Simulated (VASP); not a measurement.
# SmNb (Cmmm) in VASP: a series of runs

Runs on SmNb. Level: PBE. Tasks: single point.

Everything below comes from runs of VASP 6.6.1. Logs are shortened: lines on timing, memory, paths and dates and some standing lists are left out, and cuts for length are marked.

## 1. The cell of the first run

It takes space group Cmmm (No. 65, orthorhombic). The conventional cell has a = 4.249 Å, b = 4.384 Å, c = 5.096 Å, α = 90.00°, β = 90.00°, γ = 90.00°. Sm (site symmetry mmm) has 4 Sm at 3.05 Å and 8 Nb at 3.32 to 3.36 Å within 4.0 Å. Within 4.0 Å of Nb (site symmetry mmm) lie 4 Nb at 3.05 Å and 8 Sm at 3.32 to 3.36 Å.

The cell was built from a structure type or drawn by symmetry, and may not be a known phase.

## 2. Single point, PBE

Contents of INCAR:

```
SYSTEM = SmNb
ALGO = Normal
EDIFF = 1E-6
ENCUT = 500
GGA = PE
GGA_COMPAT = .FALSE.
ISIF = 2
ISMEAR = 0
LASPH = .TRUE.
LCHARG = .FALSE.
LMAXMIX = 6
LREAL = .FALSE.
LWAVE = .FALSE.
NBANDS = 19
NELM = 200
PREC = Accurate
SIGMA = 0.2
```

Contents of KPOINTS:

```
k-points
0
G
  6 6 5
  0 0 0
```

Contents of POSCAR:

```
SmNb
1.0
    2.1243762747     -2.1918001878      0.0000000000
    2.1243762747      2.1918001878      0.0000000000
    0.0000000000      0.0000000000      5.0960459733
Sm Nb
1 1
Direct
    0.0000000000      0.0000000000      0.5000000000
    0.5000000000      0.5000000000      0.0000000000
```

Potentials or basis: VASP PAW PBE potentials, release 64 (Sm_3, Nb_sv), 4f in core.

Command:

```
$ cat potpaw_PBE.64/Sm_3/POTCAR potpaw_PBE.64/Nb_sv/POTCAR > POTCAR
$ mpirun -np 1 vasp_std > vasp.out
```

OUTCAR:

```text
SYSTEM = SmNb
   EDIFF = 1E-6
   ENCUT = 500
   GGA = PE
   ISIF = 2
   ISMEAR = 0
   LASPH = .TRUE.
   LREAL = .FALSE.
   NELM = 200
   PREC = Accurate

 ion  position               nearest neighbor table
   1  0.000  0.000  0.500-   2 3.32   2 3.32   2 3.32   2 3.32   2 3.36   2 3.36   2 3.36   2 3.36

   2  0.500  0.500  0.000-   1 3.32   1 3.32   1 3.32   1 3.32   1 3.36   1 3.36   1 3.36   1 3.36

  LATTYP: Found a base centered orthorhombic cell.
 ALAT       =     4.2487525494
 B/A-ratio  =     1.0317382160
 C/A-ratio  =     1.1994216924

  Lattice vectors:

 A1 = (   2.1243762747,  -2.1918001878,   0.0000000000)
 A2 = (   2.1243762747,   2.1918001878,   0.0000000000)
 A3 = (   0.0000000000,   0.0000000000,   5.0960459733)

Analysis of symmetry for initial positions (statically):
=====================================================================
 Subroutine PRICEL returns:
 Original cell was already a primitive cell.

 Routine SETGRP: Setting up the symmetry group for a
 base centered orthorhombic supercell.

 Subroutine GETGRP returns: Found  8 space group operations
 (whereof  8 operations were pure point group operations)
 out of a pool of  8 trial point group operations.

The static configuration has the point symmetry D_2h.

Analysis of symmetry for dynamics (positions and initial velocities):
=====================================================================
 Subroutine PRICEL returns:
 Original cell was already a primitive cell.

 Routine SETGRP: Setting up the symmetry group for a
 base centered orthorhombic supercell.

 Subroutine GETGRP returns: Found  8 space group operations
 (whereof  8 operations were pure point group operations)
 out of a pool of  8 trial point group operations.

The dynamic configuration has the point symmetry D_2h.

 Subroutine INISYM returns: Found  8 space group operations
 (whereof  8 operations are pure point group operations),
 and found     1 'primitive' translations

----------------------------------------------------------------------------------------

                                     Primitive cell

  volume of cell :      47.4565

  direct lattice vectors                    reciprocal lattice vectors
     2.124376275 -2.191800188  0.000000000     0.235363201 -0.228122984  0.000000000
     2.124376275  2.191800188  0.000000000     0.235363201  0.228122984  0.000000000
     0.000000000  0.000000000  5.096045973     0.000000000  0.000000000  0.196230569

  length of vectors
     3.052370000  3.052370000  5.096045973     0.327774209  0.327774209  0.196230569

  position of ions in fractional coordinates (direct lattice)
     0.000000000  0.000000000  0.500000000
     0.500000000  0.500000000  0.000000000

  ion indices of the primitive-cell ions
   primitive index   ion index
                 1           1
                 2           2

----------------------------------------------------------------------------------------

 KPOINTS: k-points

Automatic generation of k-mesh.
 Grid dimensions read from file:
 generate k-points for:    6    6    5

 Generating k-lattice:

  Cartesian coordinates                     Fractional coordinates (reciprocal lattice)
     0.039227200 -0.038020497  0.000000000     0.166666667  0.000000000  0.000000000
     0.039227200  0.038020497  0.000000000     0.000000000  0.166666667  0.000000000
     0.000000000  0.000000000  0.039246114     0.000000000  0.000000000  0.200000000

  Length of vectors
     0.054629035  0.054629035  0.039246114

  Shift w.r.t. Gamma in fractional coordinates (k-lattice)
     0.000000000  0.000000000  0.000000000

 Subroutine IBZKPT returns following result:
 ===========================================

 Found     39 irreducible k-points:

 Following reciprocal coordinates:
            Coordinates               Weight
  0.000000  0.000000  0.000000      1.000000
  0.166667 -0.000000  0.000000      4.000000
  0.333333 -0.000000  0.000000      4.000000
  0.500000  0.000000  0.000000      2.000000
  0.166667  0.166667  0.000000      2.000000
  0.333333  0.166667  0.000000      4.000000
[... 16 lines left out ...]
  0.333333  0.333333  0.200000      4.000000
  0.500000  0.333333  0.200000      8.000000
 [... further k-points ...]
   k-points           NKPTS =     39   k-points in BZ     NKDIM =     39   number of bands    NBANDS=     19
   number of dos      NEDOS =    301   number of ions     NIONS =      2
   total plane-waves  NPLWV =  23040
   dimension x,y,z NGX =    24 NGY =   24 NGZ =   40
   dimension x,y,z NGXF=    48 NGYF=   48 NGZF=   80
   ions per type =               1   1
   NGX,Y,Z   is equivalent  to a cutoff of  13.07, 13.07, 13.05 a.u.
   NGXF,Y,Z  is equivalent  to a cutoff of  26.14, 26.14, 26.10 a.u.
 SYSTEM =  SmNb
   PREC   = accura    normal or accurate (medium, high low for compatibility)
   ISTART =      0    job   : 0-new  1-cont  2-samecut
   ICHARG =      2    charge: 1-file 2-atom 10-const
   ISPIN  =      1    spin polarized calculation?
   LNONCOLLINEAR =      F non collinear calculations
   LSORBIT =      F    spin-orbit coupling
   LASPH  =      T    aspherical Exc in radial PAW
   ENCUT  =  500.0 eV  36.75 Ry    6.06 a.u.   5.57  5.57  9.29*2*pi/ulx,y,z
   NELM   =    200;   NELMIN=  2; NELMDL= -5     # of ELM steps
   EDIFF  = 0.1E-05   stopping-criterion for ELM
   LREAL  =      F    real-space projection
   EDIFFG = 0.1E-04   stopping-criterion for IOM
   NSW    =      0    number of steps for IOM
   IBRION =     -1    ionic relax: 0-MD 1-quasi-New 2-CG
   NFREE  =      0    steps in history (QN), initial steepest desc. (CG)
   ISIF   =      2    stress and relaxation
   ISYM   =      2    0-nonsym 1-usesym 2-fastsym
   POTIM  = 0.5000    time-step for ionic-motion
   TEBEG  =    0.0;   TEEND  =   0.0 temperature during run
   PSTRESS=    0.0 pullay stress
   NELECT =      24.0000    total number of electrons
   NUPDOWN=      -1.0000    fix difference up-down
   EMIN   =  10.00;   EMAX   =-10.00  energy-range for DOS
   EFERMI =   0.00;   METHOD = LEGACY
   ISMEAR =     0;   SIGMA  =   0.20  broadening in eV -4-tet -1-fermi 0-gaus
   EFERMI_NEDOS =   21; number of points for ismear=-14 and -15
   IALGO  =     38    algorithm
   IMIX   =      4    mixing-type and parameters
     AMIX     =   0.40;   BMIX     =  1.00
     AMIX_MAG =   1.60;   BMIX_MAG =  1.00
  volume/ion in A,a.u.               =      23.73       160.13
  Fermi-wavevector in a.u.,A,eV,Ry     =   1.304308  2.464784 23.146478  1.701218
  Thomas-Fermi vector in A             =   2.435252
   LORBIT       =      0    0 simple, 1 ext, 2 COOP (PROOUT), +10 PAW based schemes
   GGA     = PE    functional components
   LHFCALC =     F    Hartree Fock is set to
   AEXX    =    0.0000 exact exchange contribution
   IVDW    =     0    specifies the selected vdW correction
   LEPSILON=     F    determine dielectric tensor
   LRPA    =     F    only Hartree local field effects (RPA)
 non-spin polarized calculation
 Gauss-broadening in eV      SIGMA  =   0.20
  energy-cutoff  :      500.00
  volume of cell :       47.46
 maximum number of plane-waves:      1221
 NGX is ok and might be reduce to    24
   NGX = 11   NGY = 11   NGZ = 19

 number of electron      23.9999998 magnetization

 Free energy of the ion-electron system (eV)
  ---------------------------------------------------
  ext. energy  EPLUGINS =         0.00000000
  ---------------------------------------------------
  free energy    TOTEN  =       -13.84528518 eV

  energy without entropy =      -13.79402496  energy(sigma->0) =      -13.81965507

 E-fermi :   6.5633     XC(G=0): -11.2239

 val. band max:        6.5275220528   @ k =   0.0000   0.0000   0.0000
 cond. band min:       6.6251099008   @ k =   0.1667  -0.0000   0.4000
 fundamental gap:      0.0975878480
 Fermi energy:         6.5632566581

 k-point     1 :       0.0000    0.0000    0.0000
  band No.  band energies     occupation
      1     -48.2180      2.00000
      2     -34.1527      2.00000
      3     -24.2918      2.00000
      4     -23.9996      2.00000
      5     -23.9720      2.00000
      6     -13.5267      2.00000
[... 11 lines left out ...]
     18      13.2063      0.00000
     19      13.3372      0.00000

 k-point     2 :       0.1667   -0.0000    0.0000
  band No.  band energies     occupation
      1     -48.2059      2.00000
      2     -34.0974      2.00000
      3     -24.2751      2.00000
      4     -24.1164      2.00000
      5     -23.9737      2.00000
      6     -13.4695      2.00000
[... 11 lines left out ...]
     18      12.7649      0.00000
     19      13.1135      0.00000

 k-point     3 :       0.3333   -0.0000    0.0000
  band No.  band energies     occupation
      1     -48.1816      2.00000
      2     -33.9841      2.00000
      3     -24.3673      2.00000
      4     -24.2415      2.00000
      5     -23.9523      2.00000
      6     -14.2727      2.00000
[... 11 lines left out ...]
     18      11.1241      0.00000
     19      12.7204      0.00000

 k-point     4 :       0.5000    0.0000    0.0000
  band No.  band energies     occupation
      1     -48.1694      2.00000
      2     -33.9262      2.00000
      3     -24.4898      2.00000
      4     -24.2246      2.00000
      5     -23.9413      2.00000
      6     -14.7184      2.00000
[... 407 lines left out ...]
     18      11.3127      0.00000
     19      11.7876      0.00000

 k-point    23 :       0.3333    0.3333    0.2000
  band No.  band energies     occupation
      1     -48.1460      2.00000
      2     -33.8182      2.00000
      3     -24.3312      2.00000
      4     -24.3200      2.00000
      5     -24.1977      2.00000
      6     -14.0534      2.00000
[... 11 lines left out ...]
     18      11.7822      0.00000
     19      11.9529      0.00000

 k-point    24 :       0.5000    0.3333    0.2000
  band No.  band energies     occupation
      1     -48.1341      2.00000
      2     -33.7621      2.00000
      3     -24.4446      2.00000
      4     -24.3100      2.00000
      5     -24.1832      2.00000
      6     -14.4713      2.00000
[... 11 lines left out ...]
     18      12.4781      0.00000
     19      13.4920      0.00000

 [... further k-points ...]

------------------------ aborting loop because EDIFF is reached ----------------------------------------

  FORCE on cell =-STRESS in cart. coord.  units (eV):
  Direction    XX          YY          ZZ          XY          YZ          ZX
  --------------------------------------------------------------------------------------
  -------------------------------------------------------------------------------------
  Total        0.2963157      0.1460940      0.1892172     -0.0000000      0.0000000      0.0000000
  in kB       10.0039031      4.9322759      6.3881556     -0.0000000      0.0000000      0.0000000
  external PRESSURE =       7.1081115 kB  Pullay stress =       0.0000000 kB

 VOLUME and BASIS-vectors are now :
 -----------------------------------------------------------------------------
  energy-cutoff  :      500.00
  volume of cell :       47.46
      direct lattice vectors                 reciprocal lattice vectors
     2.124376275 -2.191800188  0.000000000     0.235363201 -0.228122984  0.000000000
     2.124376275  2.191800188  0.000000000     0.235363201  0.228122984  0.000000000
     0.000000000  0.000000000  5.096045973     0.000000000  0.000000000  0.196230569

 POSITION                                       TOTAL-FORCE (eV/Angst)
 -----------------------------------------------------------------------------------
      0.00000      0.00000      2.54802        -0.000000      0.000000      0.000000
      2.12438      0.00000      0.00000         0.000000     -0.000000      0.000000
 -----------------------------------------------------------------------------------
    total drift:                               -0.000000     -0.000000     -0.000000

  FREE ENERGIE OF THE ION-ELECTRON SYSTEM (eV)
  ---------------------------------------------------
  free  energy   TOTEN  =       -13.8452851822 eV

  energy  without entropy=      -13.7940249579  energy(sigma->0) =      -13.81965507
```

It took 12 s on 1 thread of Intel Xeon Platinum 8481C at 2.70GHz (Sapphire Rapids), shared host; peak memory 0.18 GiB.

Results:

```yaml
Free_energy: -13.8453 eV
Pressure: 0.7 GPa
Band_gap_on_the_k_mesh: zero (bands 12 and 13 overlap by 1.08 eV)
```

Levels at points of the mesh, in eV from the Fermi level:
```
           k point  band 9  band 10  band 11  band 12  band 13  band 14  band 15  band 16
(0.00, 0.00, 0.00)   -5.12    -2.92    -2.15    -0.04     1.25     1.46     1.87     2.53
(0.50, 0.00, 0.00)   -1.66    -1.09    -0.97    -0.92    -0.15     0.34     1.46     2.32
(0.50, 0.50, 0.00)   -3.39    -2.86    -2.34    -2.17     3.65     4.23     4.75     4.75
```

Caveat: spin-orbit coupling is left out, which moves the levels of the heavy elements; the 4f electrons are frozen in the core, so they carry no moment and show no levels.

## 3. Single point, PBE

This run uses another cell than the first one, of 25.34 Å³/atom.

Contents of INCAR:

```
SYSTEM = SmNb
PREC     = Accurate       ! precision mode
ENCUT    = 500            ! plane-wave cutoff, eV
EDIFF    = 1E-6           ! SCF threshold, eV
ISMEAR   = 0              ! smearing method
SIGMA    = 0.2            ! smearing width, eV
LREAL    = .False.        ! projectors in reciprocal space
LASPH    = .True.         ! aspherical terms in the spheres
NELM     = 200            ! most SCF steps
ALGO     = Normal         ! electronic algorithm
ISIF     = 2              ! what is computed and relaxed
LWAVE    = .False.        ! write WAVECAR
LCHARG   = .False.        ! write CHGCAR
GGA      = PE             ! functional
NBANDS   = 19             ! bands
GGA_COMPAT= .False.      
LMAXMIX  = 6              ! l up to which the mixer works
```

Contents of KPOINTS:

```
regular mesh
0
Gamma
  5 5 6
  0 0 0
```

Contents of POSCAR:

```
SmNb
1.0
    2.9626582749     -2.9718609117      0.0000000000
    2.9626582749      2.9718609117      0.0000000000
    0.0000000000      0.0000000000      2.8785179728
Sm Nb
1 1
Direct
    0.0000000000      0.0000000000      0.5000000000
    0.5000000000      0.5000000000      0.5000000000
```

Potentials or basis: VASP PAW PBE potentials, release 64 (Sm_3, Nb_sv), 4f in core.

Command:

```
$ cat potpaw_PBE.64/Sm_3/POTCAR potpaw_PBE.64/Nb_sv/POTCAR > POTCAR
$ mpirun -np 1 vasp_std > vasp.out
```

It took 11 s on 1 thread of Intel Xeon Platinum 8481C at 2.70GHz (Sapphire Rapids), shared host; peak memory 0.18 GiB.

The run converged. Its results:

```
Free energy            : -12.5581 eV
Pressure               : 0.4 GPa
Band gap on the k mesh : zero (bands 12 and 13 overlap by 1.25 eV)
```

Stress tensor (GPa, compression positive):
```
0.59 0.00 0.00
0.00 0.17 0.00
0.00 0.00 0.51
```

Levels at points of the mesh, in eV from the Fermi level:
```tsv
k point	band 9	band 10	band 11	band 12	band 13	band 14	band 15	band 16
(0.00, 0.00, 0.00)	-4.62	-3.06	-1.86	-1.81	-0.07	2.68	2.70	5.37
(0.00, 0.00, 0.50)	-1.77	-1.74	-1.65	-1.46	-0.88	1.13	2.41	2.45
```

Caveat: the k points lie up to 0.36 Å⁻¹ apart, too coarse for converged energies and pressures of a metal; spin-orbit coupling is left out, which moves the levels of the heavy elements; the 4f electrons are frozen in the core, so they carry no moment and show no levels.
